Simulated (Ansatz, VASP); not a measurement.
**Al: VASP beside Ansatz**

```
Al
1.0
     2.82708    0.00000    0.00000
    -1.41354    2.44832    0.00000
     0.00000    0.00000    9.18599
Al
4
Direct
  0.00000 0.00000 0.00000
  0.33333 0.66667 0.25000
  0.00000 0.00000 0.50000
  0.66667 0.33333 0.75000
```

Alike in both runs: task relaxation of cell and atoms; functional BLYP; dispersion D3(BJ); k mesh 9 × 9 × 3; occupations fermi-dirac, width 0.1 eV; no spin polarisation.

|  | VASP | Ansatz |
| --- | --- | --- |
| version | VASP 6.6.1 | Ansatz 0.2.0 |
| potentials or method | VASP PAW PBE potentials, release 64 (Al) | plane waves, PAW |
| plane-wave cutoff (eV) | 600 | 420 |
| valence electrons in the cell | 12 | 12 |

|  | VASP | Ansatz | Ansatz less VASP |
| --- | --- | --- | --- |
| relaxed volume (Å³/atom) | 15.53 | 15.51 | -0.016 |
| relaxed cell length with the largest relative difference (Å) | 2.786 | 2.785 | -0.0014 |

VASP's potentials were made for PBE, not for BLYP. Ansatz's warnings: stress scf threshold loose.
